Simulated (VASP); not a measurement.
## SnO2: single point with PBE

The system is SnO2.

```
Sn O
1.0
    12.99559    0.00000    0.00000
     0.00000    6.82894    0.00000
     0.00000    0.00000    6.82804
Sn O
16 32
Direct
  0.00000 0.75000 0.24640
  0.25000 0.25000 0.74640
  0.50000 0.75000 0.24640
  0.75000 0.25000 0.74640
  0.00000 0.25000 0.75360
  0.25000 0.75000 0.25360
  0.50000 0.25000 0.75360
  0.75000 0.75000 0.25360
  0.12500 0.25000 0.25000
  0.62500 0.25000 0.25000
  0.37500 0.75000 0.75000
  0.87500 0.75000 0.75000
  0.37500 0.25000 0.25000
  0.87500 0.25000 0.25000
  0.12500 0.75000 0.75000
  0.62500 0.75000 0.75000
  0.12636 0.25000 0.94350
  0.37636 0.75000 0.44350
  0.62636 0.25000 0.94350
  0.87636 0.75000 0.44350
  0.25000 0.44350 0.25406
  0.75000 0.44350 0.25406
  0.00000 0.94351 0.75406
  0.50000 0.94351 0.75406
  0.12364 0.75000 0.44350
  0.37364 0.25000 0.94350
  0.62364 0.75000 0.44350
  0.87364 0.25000 0.94350
  0.25000 0.05649 0.25406
  0.75000 0.05649 0.25406
  0.00000 0.55649 0.75406
  0.50000 0.55649 0.75406
  0.00000 0.44350 0.24594
  0.50000 0.44350 0.24594
  0.25000 0.94351 0.74594
  0.75000 0.94351 0.74594
  0.00000 0.05649 0.24594
  0.50000 0.05649 0.24594
  0.25000 0.55649 0.74594
  0.75000 0.55649 0.74594
  0.12636 0.75000 0.05650
  0.37636 0.25000 0.55650
  0.62636 0.75000 0.05650
  0.87636 0.25000 0.55650
  0.12364 0.25000 0.55650
  0.37364 0.75000 0.05650
  0.62364 0.25000 0.55650
  0.87364 0.75000 0.05650
```

```json
{
  "Program": "VASP 6.6.1",
  "Task": "single point",
  "Functional": "PBE",
  "Potentials or basis": "VASP PAW PBE potentials, release 64 (Sn_d, O)",
  "Cutoff": "520 eV",
  "k mesh": "1 × 2 × 2",
  "Occupations": "gaussian, width 0.05 eV",
  "Spin": "no spin polarisation",
  "Dipole correction": "no",
  "Further INCAR settings": "LREAL = Auto; ALGO = Normal; EDIFF = 1e-06; NBANDS = 238"
}
```

```
Pressure               : -0.3 GPa
Largest force          : 0.041 eV/Å
Band gap on the k mesh : 0.61 eV
```

Forces on the atoms (eV/Å):
```
Sn   0.000  0.000  0.041
Sn   0.000  0.000  0.041
Sn   0.000  0.000  0.041
Sn   0.000  0.000  0.041
Sn   0.000  0.000 -0.041
Sn   0.000  0.000 -0.041
Sn   0.000  0.000 -0.041
Sn   0.000  0.000 -0.041
Sn   0.000  0.000  0.000
Sn   0.000  0.000  0.000
Sn   0.000  0.000  0.000
Sn   0.000  0.000  0.000
Sn   0.000  0.000  0.000
Sn   0.000  0.000  0.000
Sn   0.000  0.000  0.000
Sn   0.000  0.000  0.000
O   -0.030  0.000 -0.011
O   -0.030  0.000 -0.011
O   -0.030  0.000 -0.011
O   -0.030  0.000 -0.011
O    0.000 -0.010 -0.030
O    0.000 -0.010 -0.030
O    0.000 -0.010 -0.030
O    0.000 -0.010 -0.030
O    0.030  0.000 -0.011
O    0.030  0.000 -0.011
O    0.030  0.000 -0.011
O    0.030  0.000 -0.011
O    0.000  0.010 -0.030
O    0.000  0.010 -0.030
O    0.000  0.010 -0.030
O    0.000  0.010 -0.030
O    0.000 -0.010  0.030
O    0.000 -0.010  0.030
O    0.000 -0.010  0.030
O    0.000 -0.010  0.030
O    0.000  0.010  0.030
O    0.000  0.010  0.030
O    0.000  0.010  0.030
O    0.000  0.010  0.030
O   -0.030  0.000  0.011
O   -0.030  0.000  0.011
O   -0.030  0.000  0.011
O   -0.030  0.000  0.011
O    0.030  0.000  0.011
O    0.030  0.000  0.011
O    0.030  0.000  0.011
O    0.030  0.000  0.011
```

Stress tensor (GPa, compression positive):
```
-0.71  0.00  0.00
 0.00 -0.18  0.00
 0.00  0.00 -0.14
```

Levels at points of the mesh, in eV from the valence-band top:
| k point | band 206 | band 207 | band 208 | band 209 | band 210 | band 211 |
| --- | --- | --- | --- | --- | --- | --- |
| (0.00, 0.00, 0.00) | -0.45 | -0.45 | 0.00 | 0.61 | 3.21 | 3.21 |
| (0.00, 0.50, 0.00) | -0.48 | -0.45 | -0.45 | 2.74 | 2.74 | 3.95 |
| (0.00, 0.00, 0.50) | -0.47 | -0.45 | -0.45 | 2.74 | 2.74 | 3.95 |
| (0.00, 0.50, 0.50) | -0.60 | -0.59 | -0.59 | 3.83 | 3.83 | 3.83 |

Run time: 67 s on 1 × NVIDIA H100 80GB with 1 thread of AMD EPYC 7R13 Processor (Zen 3), on a shared host, peak memory 1.7 GiB.

Caveat: the k points lie up to 0.48 Å⁻¹ apart; semilocal functionals underestimate gaps, and a narrow one can read as zero; spin-orbit coupling is left out, which moves the levels of the heavy elements.
